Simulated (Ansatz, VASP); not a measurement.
GaN in VASP and in Ansatz

```xyz
4
Lattice="3.2754 0.0000 0.0000 -1.6377 2.7540 0.0000 0.0000 0.0000 5.1660" Properties=species:S:1:pos:R:3 pbc="T T T"
Ga    0.0000    1.8360    0.0000
Ga    1.6377    0.9180    2.5830
N     0.0000    1.8360    1.9373
N     1.6377    0.9180    4.5203
```

Change from the starting cell: strain +0.0300 x Voigt [1, 0, 0, 0, 0, 0], atoms carried along.

Alike in both runs: task single point; functional PBE; k mesh 12 × 12 × 6; occupations gaussian, width 0.05 eV; no spin polarisation.

```csv
,VASP,Ansatz
version,VASP 6.6.1,Ansatz 0.2.0
potentials or method,"VASP PAW PBE potentials, release 64 (Ga_d, N), cutoff 520 eV","scalar-relativistic, plane waves, PAW"
valence electrons in the cell,36,36
```

Ansatz gave:

| Item | Value |
| --- | --- |
| gap on the k mesh at the Fermi level (eV) | 1.74 |
| least direct gap on the mesh (eV) | 1.74 |
| pressure (GPa) | 1.9 |
| traceless stress, the component that is largest in VASP (GPa) | -6.59 |
| rms of the force components (eV/Å) | 0.209 |

Problem. Which values does VASP return?

Solution. gap on the k mesh at the Fermi level (eV): 1.74; least direct gap on the mesh (eV): 1.74; pressure (GPa): 2.0; traceless stress, the component that is largest in VASP (GPa): -6.57; rms of the force components (eV/Å): 0.205.

Atom by atom the forces differ by 0.004 eV/Å (rms over components). The functional is the same, so the differences come from potentials, cutoffs and numerics.
